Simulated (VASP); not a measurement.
The system is Be2S3.

```
Be S
1.0
     3.44000    0.00000    0.00000
     0.00000    3.44000    0.00000
     0.00000    0.00000    6.90000
Be S
2 3
Direct
  0.50000 0.00000 0.82500
  0.00000 0.50000 0.17500
  0.50000 0.50000 0.65000
  0.50000 0.50000 0.35000
  0.00000 0.00000 0.00000
```

| Property | Result |
| --- | --- |
| Program | VASP 6.6.1 |
| Task | relaxation of cell and atoms |
| Functional | PBE |
| Potentials or basis | VASP PAW PBE potentials, release 64 (Be, S) |
| Cutoff | 600 eV |
| k mesh | 5 × 5 × 3 |
| Occupations | gaussian, width 0.2 eV |
| Spin | no spin polarisation |

At the start: pressure 0.5 GPa; volume 16.33 Å³/atom.

Question: Where does the relaxation end?

Answer: Over 5 steps the energy falls by 37.9 meV/atom and the volume is 16.68 Å³/atom (+2.1 %); space group P-4m2 (No. 115, to 0.1 Å) before and after.

Step by step:
```
step  energy change (eV)  largest force (eV/Å)  pressure (GPa)  volume (Å³)
   1              0.0000                1.0180            0.52        81.65
   2             -0.1623                0.5095            1.15        82.22
   3             -0.1720                0.7133            1.47        82.38
   4             -0.1703                0.7098           -0.90        84.50
   5             -0.1897                0.0366            0.25        83.38
```

Final structure:
```
CELL_PARAMETERS angstrom
3.54151 0.00000 0.00000
0.00000 3.54151 0.00000
0.00000 0.00000 6.64811
ATOMIC_POSITIONS crystal
Be 0.50000 0.00000 0.81393
Be 0.00000 0.50000 0.18607
S 0.50000 0.50000 0.65357
S 0.50000 0.50000 0.34643
S 0.00000 0.00000 0.00000
```

Caveat: the relaxation stopped at a loose force limit of 0.08 eV/Å, so its end isn't a converged minimum.
